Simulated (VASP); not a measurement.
Zr, 2 atoms in the cell. The structure is hexagonal, space group P6_3/mmc (No. 194). The conventional cell has a = 3.232 Å, b = 3.232 Å, c = 5.147 Å, α = 90.00°, β = 90.00°, γ = 120.00°. Within 4.2 Å of Zr (site symmetry -6m2) lie 12 Zr at 3.18 to 3.23 Å. 

```yaml
Program: VASP 6.6.1
Task: relaxation of cell and atoms
Functional: PBE
Potentials_or_basis: VASP PAW PBE potentials, release 64 (Zr_sv)
Cutoff: 600 eV
k_mesh: 9 × 9 × 5
Occupations: fermi-dirac, width 0.05 eV
Spin: no spin polarisation
Target_pressure: 2 GPa
Dipole_correction: no
Further_INCAR_settings: ALGO = Normal; EDIFF = 1e-06; IBRION = 2; EDIFFG = -0.005; NSW = 80; ISIF = 3
```

Potentials or basis: VASP PAW PBE potentials, release 64 (Zr_sv).

Command:

```console
$ cat potpaw_PBE.64/Zr_sv/POTCAR > POTCAR
$ mpirun -np 1 vasp_std > vasp.out
```

Hardware: 1 thread of Intel(R) Xeon(R) 6975P-C (Granite Rapids), with other jobs on the host.

**Question.** Estimate the wall time of this run.

**Answer.** It took 45 s on 1 thread of Intel(R) Xeon(R) 6975P-C (Granite Rapids) (shared host), peak memory 0.19 GiB. Counts: scf iterations 38, k points 36, ion steps 5.
